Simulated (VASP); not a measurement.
# Sn (Fd-3m) in VASP: single point with PBEsol

Aim: the single point of Sn with PBEsol.

Program: VASP 6.6.1. These are calculated values, not measurements. Logs are shortened: lines on timing, memory, paths and dates and some standing lists are left out, and cuts for length are marked.

### 1 The cell of the first run

It takes space group Fd-3m (No. 227, cubic). The conventional cell has a = 6.540 Å, b = 6.540 Å, c = 6.540 Å, α = 90.00°, β = 90.00°, γ = 90.00°. Sn (site symmetry -43m) has 4 Sn at 2.83 Å within 3.7 Å.

This isn't the form of Sn at room conditions, which is tetragonal (white tin).

### 2 Single point, PBEsol

Input file INCAR:

```
SYSTEM = Sn
  PREC = Accurate
  ENCUT = 500
  EDIFF = 1E-6
  ISMEAR = 0
  SIGMA = 0.1
  LREAL = .FALSE.
  LASPH = .TRUE.
  NELM = 120
  ALGO = Normal
  ISIF = 2
  LWAVE = .FALSE.
  LCHARG = .FALSE.
  GGA = PS
  NBANDS = 21
  GGA_COMPAT = .FALSE.
```

Input file KPOINTS:

```
Automatic mesh
0
G
  12 12 12
  0 0 0
```

Input file POSCAR:

```
Sn
1.0
    0.0000000000      3.2702054692      3.2702054692
    3.2702054692      0.0000000000      3.2702054692
    3.2702054692      3.2702054692      0.0000000000
Sn
2
Direct
    0.0000000000      0.0000000000      0.0000000000
    0.2500000000      0.2500000000      0.2500000000
```

Potentials or basis: VASP PAW PBE potentials, release 64 (Sn_d).

Run with:

```console
$ cat potpaw_PBE.64/Sn_d/POTCAR > POTCAR
$ mpirun -np 1 vasp_std > vasp.out
```

OUTCAR:

```text
SYSTEM = Sn
   PREC = Accurate
   ENCUT = 500
   EDIFF = 1E-6
   ISMEAR = 0
   LREAL = .FALSE.
   LASPH = .TRUE.
   NELM = 120
   ISIF = 2
   GGA = PS

 ion  position               nearest neighbor table
   1  0.000  0.000  0.000-   2 2.83   2 2.83   2 2.83   2 2.83
   2  0.250  0.250  0.250-   1 2.83   1 2.83   1 2.83   1 2.83

  LATTYP: Found a face centered cubic cell.
 ALAT       =     6.5404109384

  Lattice vectors:

 A1 = (   0.0000000000,   3.2702054692,   3.2702054692)
 A2 = (   3.2702054692,   0.0000000000,   3.2702054692)
 A3 = (   3.2702054692,   3.2702054692,   0.0000000000)

Analysis of symmetry for initial positions (statically):
=====================================================================
 Subroutine PRICEL returns:
 Original cell was already a primitive cell.

 Routine SETGRP: Setting up the symmetry group for a
 face centered cubic supercell.

 Subroutine GETGRP returns: Found 48 space group operations
 (whereof 24 operations were pure point group operations)
 out of a pool of 48 trial point group operations.

The static configuration has the point symmetry T_d .
 The point group associated with its full space group is O_h .

Analysis of symmetry for dynamics (positions and initial velocities):
=====================================================================
 Subroutine PRICEL returns:
 Original cell was already a primitive cell.

 Routine SETGRP: Setting up the symmetry group for a
 face centered cubic supercell.

 Subroutine GETGRP returns: Found 48 space group operations
 (whereof 24 operations were pure point group operations)
 out of a pool of 48 trial point group operations.

The dynamic configuration has the point symmetry T_d .
 The point group associated with its full space group is O_h .

 Subroutine INISYM returns: Found 48 space group operations
 (whereof 24 operations are pure point group operations),
 and found     1 'primitive' translations

----------------------------------------------------------------------------------------

                                     Primitive cell

  volume of cell :      69.9447

  direct lattice vectors                    reciprocal lattice vectors
     0.000000000  3.270205469  3.270205469    -0.152895592  0.152895592  0.152895592
     3.270205469  0.000000000  3.270205469     0.152895592 -0.152895592  0.152895592
     3.270205469  3.270205469  0.000000000     0.152895592  0.152895592 -0.152895592

  length of vectors
     4.624768926  4.624768926  4.624768926     0.264822933  0.264822933  0.264822933

  position of ions in fractional coordinates (direct lattice)
     0.000000000  0.000000000  0.000000000
     0.250000000  0.250000000  0.250000000

  ion indices of the primitive-cell ions
   primitive index   ion index
                 1           1
                 2           2

----------------------------------------------------------------------------------------

 KPOINTS: Automatic mesh

Automatic generation of k-mesh.
 Grid dimensions read from file:
 generate k-points for:   12   12   12

 Generating k-lattice:

  Cartesian coordinates                     Fractional coordinates (reciprocal lattice)
    -0.012741299  0.012741299  0.012741299     0.083333333  0.000000000  0.000000000
     0.012741299 -0.012741299  0.012741299     0.000000000  0.083333333  0.000000000
     0.012741299  0.012741299 -0.012741299     0.000000000  0.000000000  0.083333333

  Length of vectors
     0.022068578  0.022068578  0.022068578

  Shift w.r.t. Gamma in fractional coordinates (k-lattice)
     0.000000000  0.000000000  0.000000000

 Subroutine IBZKPT returns following result:
 ===========================================

 Found     72 irreducible k-points:

 Following reciprocal coordinates:
            Coordinates               Weight
  0.000000  0.000000  0.000000      1.000000
  0.083333  0.000000  0.000000      8.000000
  0.166667  0.000000  0.000000      8.000000
  0.250000  0.000000  0.000000      8.000000
  0.333333  0.000000  0.000000      8.000000
  0.416667  0.000000  0.000000      8.000000
[... 16 lines left out ...]
  0.500000  0.166667  0.000000     24.000000
 -0.416667  0.166667  0.000000     24.000000
 [... further k-points ...]
   k-points           NKPTS =     72   k-points in BZ     NKDIM =     72   number of bands    NBANDS=     21
   number of dos      NEDOS =    301   number of ions     NIONS =      2
   total plane-waves  NPLWV =  46656
   dimension x,y,z NGX =    36 NGY =   36 NGZ =   36
   dimension x,y,z NGXF=    72 NGYF=   72 NGZF=   72
   ions per type =               2
   NGX,Y,Z   is equivalent  to a cutoff of  12.94, 12.94, 12.94 a.u.
   NGXF,Y,Z  is equivalent  to a cutoff of  25.88, 25.88, 25.88 a.u.
 SYSTEM =  Sn
   PREC   = accura    normal or accurate (medium, high low for compatibility)
   ISTART =      0    job   : 0-new  1-cont  2-samecut
   ICHARG =      2    charge: 1-file 2-atom 10-const
   ISPIN  =      1    spin polarized calculation?
   LNONCOLLINEAR =      F non collinear calculations
   LSORBIT =      F    spin-orbit coupling
   LASPH  =      T    aspherical Exc in radial PAW
   ENCUT  =  500.0 eV  36.75 Ry    6.06 a.u.   8.43  8.43  8.43*2*pi/ulx,y,z
   NELM   =    120;   NELMIN=  2; NELMDL= -5     # of ELM steps
   EDIFF  = 0.1E-05   stopping-criterion for ELM
   LREAL  =      F    real-space projection
   EDIFFG = 0.1E-04   stopping-criterion for IOM
   NSW    =      0    number of steps for IOM
   IBRION =     -1    ionic relax: 0-MD 1-quasi-New 2-CG
   NFREE  =      0    steps in history (QN), initial steepest desc. (CG)
   ISIF   =      2    stress and relaxation
   ISYM   =      2    0-nonsym 1-usesym 2-fastsym
   POTIM  = 0.5000    time-step for ionic-motion
   TEBEG  =    0.0;   TEEND  =   0.0 temperature during run
   PSTRESS=    0.0 pullay stress
   NELECT =      28.0000    total number of electrons
   NUPDOWN=      -1.0000    fix difference up-down
   EMIN   =  10.00;   EMAX   =-10.00  energy-range for DOS
   EFERMI =   0.00;   METHOD = LEGACY
   ISMEAR =     0;   SIGMA  =   0.10  broadening in eV -4-tet -1-fermi 0-gaus
   EFERMI_NEDOS =   21; number of points for ismear=-14 and -15
   IALGO  =     38    algorithm
   IMIX   =      4    mixing-type and parameters
     AMIX     =   0.40;   BMIX     =  1.00
     AMIX_MAG =   1.60;   BMIX_MAG =  1.00
  volume/ion in A,a.u.               =      34.97       236.01
  Fermi-wavevector in a.u.,A,eV,Ry     =   1.206542  2.280034 19.806596  1.455744
  Thomas-Fermi vector in A             =   2.342206
   LORBIT       =      0    0 simple, 1 ext, 2 COOP (PROOUT), +10 PAW based schemes
   GGA     = PS    functional components
   LHFCALC =     F    Hartree Fock is set to
   AEXX    =    0.0000 exact exchange contribution
   IVDW    =     0    specifies the selected vdW correction
   LEPSILON=     F    determine dielectric tensor
   LRPA    =     F    only Hartree local field effects (RPA)
 non-spin polarized calculation
 Gauss-broadening in eV      SIGMA  =   0.10
  energy-cutoff  :      500.00
  volume of cell :       69.94
 maximum number of plane-waves:      1807
 NGX is ok and might be reduce to    36
   NGX = 17   NGY = 17   NGZ = 17

 number of electron      27.9999986 magnetization

 Free energy of the ion-electron system (eV)
  ---------------------------------------------------
  ext. energy  EPLUGINS =         0.00000000
  ---------------------------------------------------
  free energy    TOTEN  =        -8.46559847 eV

  energy without entropy =       -8.46435684  energy(sigma->0) =       -8.46497765

 E-fermi :   5.2256     XC(G=0):  -8.9643

 val. band max:        5.1933366103   @ k =   0.0833   0.0000   0.0000
 cond. band min:       5.3092590612   @ k =   0.3333   0.0000   0.0000
 fundamental gap:      0.1159224509
 Fermi energy:         5.2255588281

 k-point     1 :       0.0000    0.0000    0.0000
  band No.  band energies     occupation
      1     -16.3110      2.00000
      2     -16.3110      2.00000
      3     -16.3110      2.00000
      4     -16.2537      2.00000
      5     -16.2537      2.00000
      6     -15.9609      2.00000
[... 13 lines left out ...]
     20      13.1577      0.00000
     21      13.1577      0.00000

 k-point     2 :       0.0833    0.0000    0.0000
  band No.  band energies     occupation
      1     -16.3162      2.00000
      2     -16.3162      2.00000
      3     -16.3094      2.00000
      4     -16.2466      2.00000
      5     -16.2466      2.00000
      6     -15.9744      2.00000
[... 13 lines left out ...]
     20      12.5467      0.00000
     21      12.5467      0.00000

 k-point     3 :       0.1667    0.0000    0.0000
  band No.  band energies     occupation
      1     -16.3262      2.00000
      2     -16.3262      2.00000
      3     -16.3048      2.00000
      4     -16.2315      2.00000
      5     -16.2315      2.00000
      6     -15.9902      2.00000
[... 13 lines left out ...]
     20      12.1004      0.00000
     21      12.1004      0.00000

 k-point     4 :       0.2500    0.0000    0.0000
  band No.  band energies     occupation
      1     -16.3351      2.00000
      2     -16.3351      2.00000
      3     -16.2985      2.00000
      4     -16.2164      2.00000
      5     -16.2164      2.00000
      6     -16.0035      2.00000
[... 13 lines left out ...]
     20      12.0660      0.00000
     21      12.0660      0.00000

 k-point     5 :       0.3333    0.0000    0.0000
  band No.  band energies     occupation
      1     -16.3411      2.00000
      2     -16.3411      2.00000
      3     -16.2919      2.00000
      4     -16.2049      2.00000
      5     -16.2049      2.00000
      6     -16.0127      2.00000
[... 13 lines left out ...]
     20      12.5045      0.00000
     21      12.5045      0.00000
[... 382 lines left out ...]
     20      12.7981      0.00000
     21      13.5083      0.00000

 k-point    22 :       0.4167    0.1667    0.0000
  band No.  band energies     occupation
      1     -16.3609      2.00000
      2     -16.3456      2.00000
      3     -16.2754      2.00000
      4     -16.1916      2.00000
      5     -16.1649      2.00000
      6     -16.0731      2.00000
[... 13 lines left out ...]
     20      13.3666      0.00000
     21      14.0520      0.00000

 k-point    23 :       0.5000    0.1667    0.0000
  band No.  band energies     occupation
      1     -16.3667      2.00000
      2     -16.3502      2.00000
      3     -16.2607      2.00000
      4     -16.1795      2.00000
      5     -16.1687      2.00000
      6     -16.0650      2.00000
[... 13 lines left out ...]
     20      13.7664      0.00000
     21      14.0395      0.00000

 k-point    24 :      -0.4167    0.1667    0.0000
  band No.  band energies     occupation
      1     -16.3674      2.00000
      2     -16.3529      2.00000
      3     -16.2536      2.00000
      4     -16.1804      2.00000
      5     -16.1712      2.00000
      6     -16.0470      2.00000
[... 13 lines left out ...]
     20      13.0037      0.00000
     21      13.1534      0.00000

 [... further k-points ...]

------------------------ aborting loop because EDIFF is reached ----------------------------------------

  FORCE on cell =-STRESS in cart. coord.  units (eV):
  Direction    XX          YY          ZZ          XY          YZ          ZX
  --------------------------------------------------------------------------------------
  -------------------------------------------------------------------------------------
  Total       -0.0275188     -0.0275188     -0.0275188      0.0000000      0.0000000     -0.0000000
  in kB       -0.6303557     -0.6303557     -0.6303557      0.0000000      0.0000000     -0.0000000
  external PRESSURE =      -0.6303557 kB  Pullay stress =       0.0000000 kB

 VOLUME and BASIS-vectors are now :
 -----------------------------------------------------------------------------
  energy-cutoff  :      500.00
  volume of cell :       69.94
      direct lattice vectors                 reciprocal lattice vectors
     0.000000000  3.270205469  3.270205469    -0.152895592  0.152895592  0.152895592
     3.270205469  0.000000000  3.270205469     0.152895592 -0.152895592  0.152895592
     3.270205469  3.270205469  0.000000000     0.152895592  0.152895592 -0.152895592

 POSITION                                       TOTAL-FORCE (eV/Angst)
 -----------------------------------------------------------------------------------
      0.00000      0.00000      0.00000         0.000000      0.000000      0.000000
      1.63510      1.63510      1.63510        -0.000000     -0.000000     -0.000000
 -----------------------------------------------------------------------------------
    total drift:                                0.000000      0.000000      0.000000

  FREE ENERGIE OF THE ION-ELECTRON SYSTEM (eV)
  ---------------------------------------------------
  free  energy   TOTEN  =        -8.4655984682 eV

  energy  without entropy=       -8.4643568358  energy(sigma->0) =       -8.46497765
```

Wall time 2.5 min (1 thread of Intel Xeon 8259CL, shared host); peak memory 0.24 GiB.

Results:

```
Free energy            : -8.4656 eV
Pressure               : -0.1 GPa
Band gap on the k mesh : zero (bands 14 and 15 overlap by 0.19 eV)
```

Levels at points of the mesh, in eV from the Fermi level:
| k point | band 10 | band 11 | band 12 | band 13 | band 14 | band 15 | band 16 | band 17 | band 18 | band 19 |
| --- | --- | --- | --- | --- | --- | --- | --- | --- | --- | --- |
| (0.00, 0.00, 0.00) | -21.18 | -10.46 | -0.84 | 0.10 | 0.10 | 0.10 | 2.17 | 2.17 | 2.17 | 4.86 |
| (0.50, 0.00, 0.00) | -21.13 | -8.88 | -6.22 | -1.07 | -1.07 | -0.09 | 3.22 | 3.22 | 5.56 | 8.32 |
| (0.50, 0.50, 0.00) | -21.11 | -7.44 | -7.44 | -2.38 | -2.38 | 0.80 | 0.80 | 7.58 | 7.58 | 9.08 |

Caveat: the PAW data sets were made with another functional, which shifts forces and pressure a little; spin-orbit coupling is left out, which moves the levels of the heavy elements.

The gap in the log of VASP goes by the Fermi energy; the results here count the filled bands.